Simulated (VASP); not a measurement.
TaTi, 2 atoms in the cell. Symmetry: Cmmm, No. 65, orthorhombic system. The conventional cell has a = 3.266 Å, b = 4.595 Å, c = 4.684 Å, α = 90.00°, β = 90.00°, γ = 90.00°. Ti (site symmetry mmm) has 6 Ti at 2.82 to 3.27 Å and 8 Ta at 2.86 to 3.28 Å within 3.7 Å. Ta (site symmetry mmm) has 6 Ta at 2.82 to 3.27 Å and 8 Ti at 2.86 to 3.28 Å within 3.7 Å. 

```yaml
Program: VASP 6.6.1
Task: single point
Functional: PBEsol
Potentials_or_basis: VASP PAW PBE potentials, release 64 (Ti_sv, Ta_pv)
Cutoff: 520 eV
k_mesh: 5 × 5 × 3
Occupations: fermi-dirac, width 0.1 eV
Spin: no spin polarisation
Dipole_correction: no
Further_INCAR_settings: ALGO = Normal; EDIFF = 1e-06; NBANDS = 18
```

Potentials or basis: VASP PAW PBE potentials, release 64 (Ti_sv, Ta_pv).

Launch:

```sh
$ cat potpaw_PBE.64/Ti_sv/POTCAR potpaw_PBE.64/Ta_pv/POTCAR > POTCAR
$ mpirun -np 1 vasp_std > vasp.out
```

Hardware: 1 thread of AMD EPYC 7R43 64-Core Processor (Zen 3), on a shared host.

Question: Estimate the wall time of this run.

Answer: Wall time 17 s on 1 thread of AMD EPYC 7R43 64-Core Processor (Zen 3), with other jobs on the host, peak memory 0.13 GiB. Counts: scf iterations 15, k points 18.
